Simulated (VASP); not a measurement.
A run of VASP 6.6.1:

POSCAR

```
HgPt3
1.0
    4.0725700000      0.0000000000      0.0000000000
    0.0000000000      4.0725700000      0.0000000000
    0.0000000000      0.0000000000      4.0725700000
Hg Pt
1 3
Direct
    0.0000000000      0.0000000000      0.0000000000
    0.0000000000      0.5000000000      0.5000000000
    0.5000000000      0.5000000000      0.0000000000
    0.5000000000      0.0000000000      0.5000000000
```

INCAR.step1

```
SYSTEM = HgPt3
PREC = Accurate
ENCUT = 520
ISMEAR = -1
SIGMA = 0.05
LREAL = .False.
LASPH = .True.
NELM = 100
NBANDS = 29
GGA = PE
ALGO = Normal
EDIFF = 1E-4
LWAVE = .True.
LCHARG = .False.
```

INCAR.step2

```
SYSTEM = HgPt3
PREC = Accurate
ENCUT = 520
EDIFF = 1E-8
ISMEAR = -1
SIGMA = 0.05
LREAL = .False.
LASPH = .True.
NELM = 100
ALGO = Normal
ISIF = 2
LWAVE = .False.
LCHARG = .False.
METAGGA = R2SCAN
LMIXTAU = .True.
LEFG = .True.
NBANDS = 29
ISTART = 1
```

The input KPOINTS:

```
regular mesh
0
Gamma
  10 10 10
  0 0 0
```

Potentials or basis: VASP PAW PBE potentials, release 64 (Hg, Pt).

The run is started by

```bash
$ cat potpaw_PBE.64/Hg/POTCAR potpaw_PBE.64/Pt/POTCAR > POTCAR
$ cp INCAR.step1 INCAR
$ mpirun -np 1 vasp_std > vasp.out
$ cp INCAR.step2 INCAR
$ mpirun -np 1 vasp_std > vasp.out
```

Hardware: 1 thread of Intel(R) Xeon(R) 6975P-C (Granite Rapids), with other jobs on the host.

Problem. How long does it take, and how much memory?

Solution. It took 2.5 min on 1 thread of Intel(R) Xeon(R) 6975P-C (Granite Rapids) (shared host), peak memory 0.24 GiB. Counts: k points 56.
